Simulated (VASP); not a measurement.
# AlAu4 (C2/m) in VASP: notebook, part 2 of 2

VASP 6.6.1. Earlier steps stand in the parts before.

### 4 Single point, PBEsol (strained and its atoms moved)

INCAR reads:

```
SYSTEM = AlAu4
  PREC = Accurate
  ENCUT = 520
  EDIFF = 1E-6
  ISMEAR = 0
  SIGMA = 0.1
  LREAL = .FALSE.
  LASPH = .TRUE.
  NELM = 100
  ALGO = Fast
  ISIF = 2
  LWAVE = .FALSE.
  LCHARG = .FALSE.
  GGA = PS
  NBANDS = 32
```

KPOINTS reads:

```
Automatic mesh
0
G
  12 12 4
  0 0 0
```

POSCAR reads:

```
AlAu4
1.0
    2.3881260506     -1.6013779813      0.0169002636
    2.3881260506      1.6013779813      0.0169002636
   -0.8767971566      0.0000000000     10.9071085216
Al Au
1 4
Direct
    0.0000000000      0.0000000000      0.0000000000
    0.6034766042      0.6034766042      0.8235669926
    0.1835153890      0.1835153890      0.6082426940
    0.8164846110      0.8164846110      0.3917573060
    0.3965233958      0.3965233958      0.1764330074
```

Potentials or basis: VASP PAW PBE potentials, release 64 (Al, Au).

On the command line:

```sh
cat potpaw_PBE.64/Al/POTCAR potpaw_PBE.64/Au/POTCAR > POTCAR
mpirun -np 1 vasp_std > vasp.out
```

OUTCAR:

```text
SYSTEM = AlAu4
   PREC = Accurate
   ENCUT = 520
   EDIFF = 1E-6
   ISMEAR = 0
   LREAL = .FALSE.
   LASPH = .TRUE.
   NELM = 100
   ISIF = 2
   GGA = PS

 ion  position               nearest neighbor table
   1  0.000  0.000  0.000-   2 2.58   2 2.58   5 2.58   5 2.58   2 2.60   5 2.60
   2  0.603  0.603  0.824-   1 2.58   1 2.58   1 2.60   3 2.90   3 2.90   3 2.98
   3  0.184  0.184  0.608-   4 2.84   2 2.90   2 2.90   4 2.97   4 2.97   2 2.98
   4  0.816  0.816  0.392-   3 2.84   5 2.90   5 2.90   3 2.97   3 2.97   5 2.98
   5  0.397  0.397  0.176-   1 2.58   1 2.58   1 2.60   4 2.90   4 2.90   4 2.98

  LATTYP: Found a base centered monoclinic cell.
 ALAT       =     4.7763716993
 B/A-ratio  =     0.6705416086
 C/A-ratio  =     2.2909217087
 COS(beta)  =    -0.0730733299

  Lattice vectors:

 A1 = (   2.3881260506,  -1.6013779813,   0.0169002636)
 A2 = (   2.3881260506,   1.6013779813,   0.0169002636)
 A3 = (  -0.8767971566,   0.0000000000,  10.9071085216)

Analysis of symmetry for initial positions (statically):
=====================================================================
 Subroutine PRICEL returns:
 Original cell was already a primitive cell.

 Routine SETGRP: Setting up the symmetry group for a
 base centered monoclinic supercell.

 Subroutine GETGRP returns: Found  4 space group operations
 (whereof  4 operations were pure point group operations)
 out of a pool of  4 trial point group operations.

The static configuration has the point symmetry C_2h.

Analysis of symmetry for dynamics (positions and initial velocities):
=====================================================================
 Subroutine PRICEL returns:
 Original cell was already a primitive cell.

 Routine SETGRP: Setting up the symmetry group for a
 base centered monoclinic supercell.

 Subroutine GETGRP returns: Found  4 space group operations
 (whereof  4 operations were pure point group operations)
 out of a pool of  4 trial point group operations.
[... 128 lines left out ...]
  volume/ion in A,a.u.               =      16.69       112.66
  Fermi-wavevector in a.u.,A,eV,Ry     =   1.351849  2.554624 24.864592  1.827496
  Thomas-Fermi vector in A             =   2.479237
   LORBIT       =      0    0 simple, 1 ext, 2 COOP (PROOUT), +10 PAW based schemes
   GGA     = PS    functional components
   LHFCALC =     F    Hartree Fock is set to
   AEXX    =    0.0000 exact exchange contribution
   IVDW    =     0    specifies the selected vdW correction
   LEPSILON=     F    determine dielectric tensor
   LRPA    =     F    only Hartree local field effects (RPA)
 non-spin polarized calculation
 RMM-DIIS sequential band-by-band and
 Gauss-broadening in eV      SIGMA  =   0.10
  energy-cutoff  :      520.00
  volume of cell :       83.47
 maximum number of plane-waves:      2273
 NGX is ok and might be reduce to    24
   NGX = 11   NGY = 11   NGZ = 41

 number of electron      46.9999999 magnetization

 Free energy of the ion-electron system (eV)
  ---------------------------------------------------
  ext. energy  EPLUGINS =         0.00000000
  ---------------------------------------------------
  free energy    TOTEN  =       -20.47119874 eV

  energy without entropy =      -20.46472438  energy(sigma->0) =      -20.46796156

 E-fermi :   9.3240     XC(G=0): -12.4375

 val. band max:        9.3055900116   @ k =  -0.3333   0.2500   0.2500
 cond. band min:       9.3275262599   @ k =   0.4167   0.1667   0.2500
 fundamental gap:      0.0219362483
 Fermi energy:         9.3240220017

 k-point     1 :       0.0000    0.0000    0.0000
  band No.  band energies     occupation
      1      -1.6606      2.00000
      2       0.2727      2.00000
      3       0.7555      2.00000
      4       2.1825      2.00000
      5       2.2831      2.00000
      6       3.4298      2.00000
[... 829 lines left out ...]
     31      15.1496      0.00000
     32      17.4546      0.00000

 [... further k-points ...]

------------------------ aborting loop because EDIFF is reached ----------------------------------------

  FORCE on cell =-STRESS in cart. coord.  units (eV):
  Direction    XX          YY          ZZ          XY          YZ          ZX
  --------------------------------------------------------------------------------------
  -------------------------------------------------------------------------------------
  Total        0.6944923      0.4569388      0.1605117      0.0000000      0.0000000     -0.5293859
  in kB       13.3303109      8.7706320      3.0809143      0.0000000      0.0000000    -10.1612052
  external PRESSURE =       8.3939524 kB  Pullay stress =       0.0000000 kB

 VOLUME and BASIS-vectors are now :
 -----------------------------------------------------------------------------
  energy-cutoff  :      520.00
  volume of cell :       83.47
      direct lattice vectors                 reciprocal lattice vectors
     2.388126051 -1.601377981  0.016900264     0.209250143 -0.312231095  0.016821134
     2.388126051  1.601377981  0.016900264     0.209250143  0.312231095  0.016821134
    -0.876797157  0.000000000 10.907108522    -0.000648455  0.000000000  0.091631199

 POSITION                                       TOTAL-FORCE (eV/Angst)
 -----------------------------------------------------------------------------------
      0.00000      0.00000      0.00000         0.000000      0.000000      0.000000
      2.16026      0.00000      9.00313         0.109356     -0.000000     -0.295316
      0.34321      0.00000      6.64037         0.101855     -0.000000     -0.127567
      3.55624      0.00000      4.30054        -0.101855     -0.000000      0.127567
      1.73920      0.00000      1.93778        -0.109356     -0.000000      0.295316
 -----------------------------------------------------------------------------------
    total drift:                               -0.000000      0.000000     -0.000000

  FREE ENERGIE OF THE ION-ELECTRON SYSTEM (eV)
  ---------------------------------------------------
  free  energy   TOTEN  =       -20.4711987361 eV

  energy  without entropy=      -20.4647243807  energy(sigma->0) =      -20.46796156
```

stdout:

```text
POSCAR found type information on POSCAR AlAu
 POSCAR found :  2 types and       5 ions
 scaLAPACK will be used
 -----------------------------------------------------------------------------
|                                                                             |
|                                                                             |
|     You enforced a specific xc type in the INCAR file but a different       |
|     I HOPE YOU KNOW WHAT YOU ARE DOING!                                     |
|                                                                             |
 -----------------------------------------------------------------------------

 LDA part: xc-table for (Slater+PW92), standard interpolation
 POSCAR, INCAR and KPOINTS ok, starting setup
 FFT: planning ... GRIDC
 FFT: planning ... GRID_SOFT
 FFT: planning ... GRID
 WAVECAR not read
 entering main loop
```

Run time: 2.6 min. Hardware: 1 thread of Intel Xeon 6975P-C (Granite Rapids), shared host; peak memory 0.46 GiB.

What came out:

```yaml
Free_energy: -20.4712 eV
Pressure: 0.8 GPa
Largest_force: 0.315 eV/Å
```

Forces in eV/Å, atoms in the order of the input:
```
Al   0.000  0.000  0.000
Au   0.109  0.000 -0.295
Au   0.102  0.000 -0.128
Au  -0.102  0.000  0.128
Au  -0.109  0.000  0.295
```

Stress tensor (GPa, compression positive):
```
 1.33  0.00 -1.02
 0.00  0.88  0.00
-1.02  0.00  0.31
```

Levels at points of the mesh, in eV from the Fermi level:
```tsv
k point	band 20	band 21	band 22	band 23	band 24	band 25	band 26	band 27	band 28	band 29
(0.00, 0.00, 0.00)	-3.10	-2.91	-2.83	-2.71	-2.45	-2.27	5.41	5.55	9.73	9.75
(0.50, 0.00, 0.00)	-2.27	-2.16	-1.77	-0.77	0.04	0.23	0.77	3.24	4.18	4.56
(0.50, 0.50, 0.00)	-1.64	-1.32	-1.07	0.76	0.85	1.62	1.95	3.47	4.09	5.31
(0.00, 0.00, 0.50)	-3.31	-3.10	-2.82	-2.45	-2.27	-1.01	3.06	8.84	9.59	9.70
(0.50, 0.00, 0.50)	-2.20	-1.60	-1.34	-0.71	-0.18	0.34	0.59	2.55	3.67	5.61
(0.50, 0.50, 0.50)	-1.75	-1.64	-0.82	0.42	1.30	1.72	1.73	4.02	4.18	4.27
```

Caveat: the cell differs from its parent crystal (strained and its atoms moved); the PAW data sets were made with another functional, which shifts forces and pressure a little; spin-orbit coupling is left out, which moves the levels of the heavy elements.

### 5 Single point, PBEsol (strained and its atoms moved)

INCAR reads:

```
ALGO = Fast ; EDIFF = 1E-6
ENCUT = 520 ; GGA = PS
ISIF = 2 ; ISMEAR = 0
LASPH = T ; LCHARG = F
LREAL = F ; LWAVE = F
NBANDS = 32 ; NELM = 100
PREC = Accurate ; SIGMA = 0.1
```

KPOINTS reads:

```
k-points
0
Gamma
  12 12 4
```

POSCAR reads:

```
AlAu4
1.0
    2.4067721090     -1.6901510649     -0.0484943000
    2.4067721090      1.6901510649     -0.0484943000
   -1.1775343066      0.0000000000     10.4679600505
Al Au
1 4
Direct
    0.0000000000      0.0000000000      0.0000000000
    0.5685126605      0.5685126605      0.7984940532
    0.2165614566      0.2165614566      0.6263785016
    0.7834385434      0.7834385434      0.3736214984
    0.4314873395      0.4314873395      0.2015059468
```

On the command line:

```sh
cat potpaw_PBE.64/Al/POTCAR potpaw_PBE.64/Au/POTCAR > POTCAR
mpirun -np 1 vasp_std > vasp.out
```

Wall time 7.7 min (1 thread of Intel Xeon 6975P-C, shared host); peak memory 0.46 GiB.

Results (log left out):

* Free energy: -17.7148 eV
* Pressure: 19.6 GPa
* Largest force: 7.303 eV/Å

Forces on the atoms (eV/Å):
```
Al   0.000  0.000  0.000
Au   3.214  0.000  6.448
Au  -3.033  0.000 -6.643
Au   3.033  0.000  6.643
Au  -3.214  0.000 -6.448
```

Stress tensor (GPa, compression positive):
```
21.68  0.00 17.55
 0.00  6.75  0.00
17.55  0.00 30.49
```

Levels at points of the mesh, in eV from the Fermi level:
| k point | band 20 | band 21 | band 22 | band 23 | band 24 | band 25 | band 26 | band 27 | band 28 | band 29 |
| --- | --- | --- | --- | --- | --- | --- | --- | --- | --- | --- |
| (0.00, 0.00, 0.00) | -2.91 | -2.53 | -2.51 | -2.20 | -1.66 | -1.65 | 5.57 | 6.31 | 8.76 | 9.12 |
| (0.50, 0.00, 0.00) | -2.33 | -1.94 | -1.73 | -1.40 | -0.21 | -0.06 | 0.35 | 2.55 | 4.11 | 4.53 |
| (0.50, 0.50, 0.00) | -1.96 | -1.36 | -0.71 | 0.40 | 0.93 | 0.98 | 1.64 | 3.09 | 4.04 | 5.45 |
| (0.00, 0.00, 0.50) | -3.04 | -2.89 | -2.52 | -2.05 | -1.75 | -0.07 | 3.29 | 8.68 | 8.72 | 9.11 |
| (0.50, 0.00, 0.50) | -2.25 | -1.91 | -1.73 | -0.94 | -0.32 | 0.16 | 0.21 | 2.16 | 3.08 | 5.87 |
| (0.50, 0.50, 0.50) | -1.97 | -1.81 | -0.79 | 0.31 | 0.98 | 1.10 | 1.53 | 3.42 | 4.28 | 5.23 |

Caveat: the cell differs from its parent crystal (strained and its atoms moved); the PAW data sets were made with another functional, which shifts forces and pressure a little; spin-orbit coupling is left out, which moves the levels of the heavy elements.

### 6 Single point, PBEsol

This run uses another cell than the first one, of 18.08 Å³/atom, 1.124 times its volume.

INCAR reads:

```
SYSTEM = AlAu4
ALGO = Fast ; EDIFF = 1E-6
ENCUT = 520 ; GGA = PS
ISIF = 2 ; ISMEAR = 0
LASPH = .True. ; LCHARG = .False.
LREAL = .False. ; LWAVE = .False.
NBANDS = 32 ; NELM = 60
PREC = Accurate ; SIGMA = 0.1
```

KPOINTS reads:

```
k-points
0
Gamma
  12 12 4
  0 0 0
```

POSCAR reads:

```
AlAu4
1.0
    2.4247150000     -1.7140970000      0.0000000000
    2.4247150000      1.7140970000      0.0000000000
   -0.9671910000      0.0000000000     10.8750260000
Al Au
1 4
Direct
    0.0000000000      0.0000000000      0.0000000000
    0.6130560000      0.6130560000      0.8219470000
    0.1987100000      0.1987100000      0.6059490000
    0.8012900000      0.8012900000      0.3940510000
    0.3869440000      0.3869440000      0.1780530000
```

Potentials or basis: VASP PAW PBE potentials, release 64 (Al, Au).

On the command line:

```sh
cat potpaw_PBE.64/Al/POTCAR potpaw_PBE.64/Au/POTCAR > POTCAR
mpirun -np 1 vasp_std > vasp.out
```

Wall time 6.4 min (1 thread of Intel Xeon 6975P-C, shared host); peak memory 0.48 GiB.

Results (log left out):

```yaml
Free_energy: -20.3317 eV
Pressure: -8.3 GPa
Largest_force: 0.114 eV/Å
```

Forces on the atoms (eV/Å):
```
Al   0.000  0.000  0.000
Au   0.019  0.000 -0.113
Au   0.039  0.000 -0.047
Au  -0.039  0.000  0.047
Au  -0.019  0.000  0.113
```

Stress tensor (GPa, compression positive):
```
-7.55  0.00 -0.11
 0.00 -8.11  0.00
-0.11  0.00 -9.30
```

Levels at points of the mesh, in eV from the Fermi level:
```csv
k point,band 20,band 21,band 22,band 23,band 24,band 25,band 26,band 27,band 28,band 29
"(0.00, 0.00, 0.00)",-3.03,-2.53,-2.38,-2.26,-2.16,-2.13,5.76,5.91,8.55,8.91
"(0.50, 0.00, 0.00)",-2.10,-2.09,-1.69,-0.90,-0.09,-0.08,0.48,3.11,3.84,4.60
"(0.50, 0.50, 0.00)",-1.68,-1.09,-0.85,0.92,1.10,1.52,2.31,3.09,3.41,5.48
"(0.00, 0.00, 0.50)",-3.13,-3.03,-2.53,-2.26,-2.13,-0.34,3.30,8.51,8.94,9.28
"(0.50, 0.00, 0.50)",-2.10,-1.65,-1.38,-0.58,-0.25,0.17,0.37,2.11,3.37,5.57
"(0.50, 0.50, 0.50)",-1.68,-1.45,-0.70,0.44,1.51,1.67,2.06,3.31,4.10,4.51
```

Caveat: the PAW data sets were made with another functional, which shifts forces and pressure a little; spin-orbit coupling is left out, which moves the levels of the heavy elements.

### 7 Summary

```tsv
cell	further INCAR settings	gap on the mesh (eV)	pressure (GPa)	largest force (eV/Å)
a = 2.845, b = 2.845, c = 10.616 Å, angles 94.5, 94.5, 70.0°, 5 atoms	ALGO = Fast; EDIFF = 1e-07; NBANDS = 32	none	9.8	1.30
a = 2.893, b = 2.893, c = 10.657 Å, angles 96.1, 96.1, 69.7°, 5 atoms	ALGO = Fast; EDIFF = 1e-06; NBANDS = 32	none	4.3	0.75
a = 2.875, b = 2.875, c = 10.942 Å, angles 93.5, 93.5, 67.7°, 5 atoms	ALGO = Fast; EDIFF = 1e-06; NBANDS = 32	none	0.8	0.31
a = 2.941, b = 2.941, c = 10.534 Å, angles 96.2, 96.2, 70.1°, 5 atoms	ALGO = Fast; EDIFF = 1e-06; NBANDS = 32	none	19.6	7.30
a = 2.969, b = 2.969, c = 10.918 Å, angles 94.1, 94.1, 70.5°, 5 atoms	ALGO = Fast; EDIFF = 1e-06; NBANDS = 32	none	-8.3	0.11
```

Alike in all rows: task single point; level PBEsol; potentials or basis VASP PAW PBE potentials, release 64 (Al, Au); no spin polarisation; k mesh 12 × 12 × 4; cutoff (eV) 520; smearing gaussian 0.1 eV.

Caveats: the PAW data sets were made with another functional, which shifts forces and pressure a little; spin-orbit coupling is left out, which moves the levels of the heavy elements.

Absolute energies hang on the potentials; compare differences alone.
